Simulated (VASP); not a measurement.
Here is a VASP 6.6.1 calculation.

Contents of INCAR:

```
PREC = Accurate
ENCUT = 520
EDIFF = 1E-6
ISMEAR = 0
SIGMA = 0.05
LREAL = F
LASPH = T
NELM = 80
ALGO = Normal
ISIF = 2
LWAVE = F
LCHARG = F
GGA = PE
NBANDS = 16
```

KPOINTS

```
regular mesh
0
Gamma
  8 8 6
```

The input POSCAR:

```
AlN
1.0
    0.0000000000     -2.0353166207     -2.0353166207
    0.0000000000      2.0353166207     -2.0353166207
    4.0706332413      0.0000000000      0.0000000000
Al N
2 2
Direct
    0.5115952475      0.4884047525      0.0000000000
   -0.0115952475      0.0115952475      0.5000000000
    0.4957933423      0.5042066577      0.5000000000
    0.0042066577      0.9957933423      0.0000000000
```

Potentials or basis: VASP PAW PBE potentials, release 64 (Al, N).

Run with:

```sh
$ cat potpaw_PBE.64/Al/POTCAR potpaw_PBE.64/N/POTCAR > POTCAR
$ mpirun -np 1 vasp_std > vasp.out
```

(1) Predict the pressure.

(2) Predict the band gap on the k mesh.

(3) What does it give for the largest force?

Answers

(1) -0.1 GPa.

(2) 4.40 eV.

(3) 0.479 eV/Å.
